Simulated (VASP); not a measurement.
Wanted: the native input for a VASP 6.6.1 run.

| Quantity | Value |
| --- | --- |
| Task | single point |
| Functional | PBEsol |
| Potentials or basis | VASP PAW PBE potentials, release 64 (Ru_pv) |
| Cutoff | 520 eV |
| k mesh | 14 × 14 × 8 |
| Occupations | fermi-dirac, width 0.03 eV |
| Spin | no spin polarisation |
| Dipole correction | no |
| Further INCAR settings | ALGO = Normal; EDIFF = 1e-06; NBANDS = 21 |

The structure of Ru lies in POSCAR:

```
Ru
1.0
    2.7869733142      0.0000000000      0.0000000000
   -1.3934866571      2.4135896898      0.0000000000
    0.0000000000      0.0000000000      4.2819000000
Ru
2
Direct
    0.3333333333      0.6666666667      0.2500000000
    0.6666666667      0.3333333333      0.7500000000
```

This cell differs from its parent crystal: equal xx and yy strain of +3 %.

One way to write it, as run:

INCAR

```
ALGO = Normal
EDIFF = 1E-6
ENCUT = 520
GGA = PS
ISIF = 2
ISMEAR = -1
LASPH = T
LCHARG = F
LREAL = F
LWAVE = F
NBANDS = 21
NELM = 60
PREC = Accurate
SIGMA = 0.03
```

KPOINTS

```
k-points
0
Gamma
  14 14 8
```

Potentials or basis: VASP PAW PBE potentials, release 64 (Ru_pv).

Command:

```console
$ cat potpaw_PBE.64/Ru_pv/POTCAR > POTCAR
$ mpirun -np 1 vasp_std > vasp.out
```

It gave:

| Item | Value |
| --- | --- |
| Pressure | -21.9 GPa |
| Band gap on the k mesh | zero (band 14 reaches 13.00 eV, above the bottom of band 15 at 10.06 eV) |

Caveat: the cell differs from its parent crystal (equal xx and yy strain of +3 %); the PAW data sets were made with another functional, which shifts forces and pressure a little.

Run time: 92 s on 1 thread of AMD EPYC 7R13 (shared host), peak memory 0.16 GiB.
